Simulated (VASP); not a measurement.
Here is a VASP 6.6.1 calculation.

File INCAR:

```
SYSTEM = In
PREC = Accurate ; ENCUT = 520
EDIFF = 1E-6 ; ISMEAR = -1
SIGMA = 0.1 ; LREAL = .False.
LASPH = .True. ; NELM = 80
ALGO = Normal ; ISIF = 2
LWAVE = .False. ; LCHARG = .False.
GGA = B5 ; ALDAX = 1.0
AGGAX = 1.0 ; AGGAC = 1.0
ALDAC = 0.0 ; NBANDS = 12
```

File KPOINTS:

```
Automatic mesh
0
Gamma
  18 18 21
  0 0 0
```

The input POSCAR:

```
In
1.0
   -1.7310054820      1.7659364492      2.7419204751
    1.7659364492     -1.7310054820      2.7419204751
    1.7334881400      1.7334881400     -2.7189673121
In
1
Direct
    0.0000000000      0.0000000000      0.0000000000
```

Potentials or basis: VASP PAW PBE potentials, release 64 (In_d).

The run is started by

```sh
$ cat potpaw_PBE.64/In_d/POTCAR > POTCAR
$ mpirun -np 1 vasp_std > vasp.out
```

**Question.** What does it give for the pressure?

**Answer.** -1.5 GPa.

**Question.** Predict the band gap on the k mesh.

**Answer.** Zero (an odd number of electrons rules out a gap without spin polarisation).

Caveat: the PAW data sets were made with another functional, which shifts forces and pressure a little; spin-orbit coupling is left out, which moves the levels of the heavy elements.
